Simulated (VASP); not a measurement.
A run of VASP 6.6.1 is set up as follows.

Contents of POSCAR:

```
BiIr
1.0
    0.0000000000      3.0581574122      3.0581574122
    3.0581574122      0.0000000000      3.0581574122
    3.0581574122      3.0581574122      0.0000000000
Ir Bi
1 1
Direct
    0.0000000000      0.0000000000      0.0000000000
    0.2500000000      0.2500000000      0.2500000000
```

Contents of INCAR.step1:

```
ALGO = Normal
EDIFF = 1E-4
ENCUT = 520
GGA = PE
ISMEAR = 0
LASPH = True
LCHARG = False
LREAL = False
LWAVE = True
NBANDS = 19
NELM = 100
PREC = Accurate
SIGMA = 0.05
```

File INCAR.step2:

```
ALGO = Normal
EDIFF = 1E-6
ENCUT = 520
ISIF = 2
ISMEAR = 0
ISTART = 1
LASPH = True
LCHARG = True
LELF = True
LMIXTAU = True
LREAL = False
LVHAR = True
LWAVE = False
METAGGA = R2SCAN
NBANDS = 19
NELM = 100
PREC = Accurate
SIGMA = 0.05
```

File KPOINTS:

```
k-points
0
Gamma
  10 10 10
```

Potentials or basis: VASP PAW PBE potentials, release 64 (Ir, Bi_d).

The run is started by

```console
$ cat potpaw_PBE.64/Ir/POTCAR potpaw_PBE.64/Bi_d/POTCAR > POTCAR
$ cp INCAR.step1 INCAR
$ mpirun -np 1 vasp_std > vasp.out
$ cp INCAR.step2 INCAR
$ mpirun -np 1 vasp_std > vasp.out
```

Problem. What does it give for the band gap on the k mesh?

Solution. Zero (band 12 reaches 7.84 eV, above the bottom of band 13 at 4.63 eV).

Problem. Predict the pressure.

Solution. -1.5 GPa.

Caveat: the PAW data sets were made with another functional, which shifts forces and pressure a little; spin-orbit coupling is left out, which moves the levels of the heavy elements.
